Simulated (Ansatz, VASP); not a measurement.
## TaN in VASP and in Ansatz

```xyz
2
Lattice="0.0000 2.2323 2.1743 2.2323 0.0000 2.1743 2.2323 2.2323 0.0000" Properties=species:S:1:pos:R:3 pbc="T T T"
Ta    2.2372    2.2323    2.1743
N    -0.0628    0.0000    0.0000
```

Change from the starting cell: mode 4 frozen in at -0.061 Å, equal normal strain along x and y +0.0267.

Alike in both runs: task single point; functional LDA; k mesh 18 × 18 × 18; occupations gaussian, width 0.15 eV; no spin polarisation.

```csv
,VASP,Ansatz
version,VASP 6.6.1,Ansatz 0.2.0
potentials or method,"VASP PAW LDA potentials, release 64 (Ta_pv, N), cutoff 520 eV","scalar-relativistic, plane waves, PAW"
valence electrons in the cell,16,18
```

|  | VASP | Ansatz | Ansatz less VASP |
| --- | --- | --- | --- |
| gap on the k mesh at the Fermi level (eV) | none | none | - |
| pressure (GPa) | -14.8 | -16.5 | -1.67 |
| traceless stress, the component that is largest in VASP (GPa) | 8.98 | 8.82 | -0.165 |
| rms of the force components (eV/Å) | 0.206 | 0.201 | -0.0044 |

LDA's correlation is that of Perdew and Zunger in VASP and of Perdew and Wang (1992) in Ansatz. Atom by atom the forces differ by 0.004 eV/Å (rms over components). A gap of «none» marks a metal or a gap that the smearing closes. VASP's potentials hold 16 valence electrons a cell and Ansatz's 18, so a difference there can come from the potentials and not from the codes.

Spin-orbit coupling is off throughout.
